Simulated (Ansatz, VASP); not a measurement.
**Two plane-wave programs on InAs**

File INCAR:

```
SYSTEM = InAs
PREC = Accurate
ENCUT = 520
EDIFF = 1E-7
ISMEAR = 0
SIGMA = 0.15
LREAL = .False.
LASPH = .True.
NELM = 80
ALGO = Normal
ISIF = 2
LWAVE = .False.
LCHARG = .False.
GGA = PS
NBANDS = 16
```

The input KPOINTS:

```
Automatic mesh
0
Gamma
  18 18 18
  0 0 0
```

POSCAR

```
InAs
1.0
    0.0000000000      2.9980769672      3.1350449504
    2.9980769672      0.0000000000      3.1350449504
    2.9980769672      2.9980769672      0.0000000000
In As
1 1
Direct
    0.0000000000      0.0000000000      0.0000000000
    0.7500000000      0.7500000000      0.7500000000
```

Input for Ansatz:

```yaml
crystal:
  lattice:
    - [0.0, 2.9980769672, 3.1350449504]
    - [2.9980769672, 0.0, 3.1350449504]
    - [2.9980769672, 2.9980769672, 0.0]
  atoms:
    - { symbol: In, position: [0.0, 0.0, 0.0] }
    - { symbol: As, position: [0.75, 0.75, 0.75] }
basis:
  ecutwfc: 420
kpoints:
  mp_grid: { grid: [18, 18, 18] }
hamiltonian:
  xc: pbesol
scf:
  occupations: { method: gaussian, width: 0.15 }
output:
  forces: true
  stress: true
  eigenvalues: true
```

Change from the starting cell: strain -0.015 along x and y, +0.030 along z, atoms carried along.

Alike in both runs: task single point; functional PBEsol; k mesh 18 × 18 × 18; occupations gaussian, width 0.15 eV; no spin polarisation.

|  | VASP | Ansatz |
| --- | --- | --- |
| version | VASP 6.6.1 | Ansatz 0.2.0 |
| potentials or method | VASP PAW PBE potentials, release 64 (In_d, As), cutoff 520 eV | scalar-relativistic, plane waves, PAW |
| valence electrons in the cell | 18 | 28 |

```tsv
	VASP	Ansatz	Ansatz less VASP
gap on the k mesh at the Fermi level (eV)	none	none	-
pressure (GPa)	0.1	0.0	-0.09
traceless stress, the component that is largest in VASP (GPa)	-1.12	-1.13	-0.003
```

VASP's potentials were made for PBE, not for PBEsol. A gap of «none» marks a metal or a gap that the smearing closes. The functional is the same, so the differences come from potentials, cutoffs and numerics. VASP's potentials hold 18 valence electrons a cell and Ansatz's 28, so a difference there can come from the potentials and not from the codes.
